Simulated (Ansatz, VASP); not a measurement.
**Two plane-wave programs on HgTe**

Contents of INCAR:

```
SYSTEM = HgTe
PREC = Accurate ; ENCUT = 520
EDIFF = 1E-6 ; ISMEAR = -1
SIGMA = 0.02 ; LREAL = .FALSE.
LASPH = .TRUE. ; NELM = 100
ALGO = Normal ; ISIF = 2
LWAVE = .FALSE. ; LCHARG = .FALSE.
GGA = PE ; NBANDS = 16
```

File KPOINTS:

```
Automatic mesh
0
G
  6 6 6
  0 0 0
```

Contents of POSCAR:

```
HgTe
1.0
    0.0000000000      3.2227555006      3.2891972858
    3.2891972858      0.0000000000      3.2891972858
    3.2891972858      3.2227555006      0.0000000000
Hg Te
1 1
Direct
    0.0000000000      0.0000000000      0.0000000000
    0.2500000000      0.2500000000      0.2500000000
```

Input for Ansatz:

```yaml
crystal:
  lattice:
    - [0.0, 3.2227555006, 3.2891972858]
    - [3.2891972858, 0.0, 3.2891972858]
    - [3.2891972858, 3.2227555006, 0.0]
  atoms:
    - { symbol: Hg, position: [0.0, 0.0, 0.0] }
    - { symbol: Te, position: [0.25, 0.25, 0.25] }
kpoints:
  mp_grid: { grid: [6, 6, 6] }
  band_path:
    path:
      - [0.0, 0.0, 0.0]
      - [-0.5, -0.5, 0.0]
      - [-0.375, -0.375, 0.25]
      - [-0.375, 0.0, 0.375]
      - [0.0, 0.0, 0.5]
      - [-0.5, -0.25, 0.25]
      - [-0.017578, -0.017578, 0.0]
    npoints: 1
hamiltonian:
  xc: pbe
scf:
  occupations: { method: fermi_dirac, width: 0.02 }
  n_extra_bands: 4
output:
  forces: true
  stress: true
  eigenvalues: true
  write_density: true
  write_potential: true
  elf: true
  volumetric_format: npy
```

Change from the starting cell: uniaxial_y strain -2.0%.

Alike in both runs: task single point; functional PBE; k mesh 6 × 6 × 6; occupations fermi-dirac, width 0.02 eV; no spin polarisation.

```csv
,VASP,Ansatz
version,VASP 6.6.1,Ansatz 0.2.0
potentials or method,"VASP PAW PBE potentials, release 64 (Hg, Te)","plane waves, PAW"
plane-wave cutoff (eV),520,420
valence electrons in the cell,18,36
```

VASP gave:

```
pressure (GPa)                                                : 2.2
traceless stress, the component that is largest in VASP (GPa) : 0.15
```

Problem. What did Ansatz give for the same quantities?

Solution. Pressure (GPa): 2.1; traceless stress, the component that is largest in VASP (GPa): 0.15.

With one functional, cell and mesh, what is left measures potentials, basis and numerics. VASP's potentials hold 18 valence electrons a cell and Ansatz's 36, so a difference there can come from the potentials and not from the codes.

Neither program's run includes spin-orbit coupling.
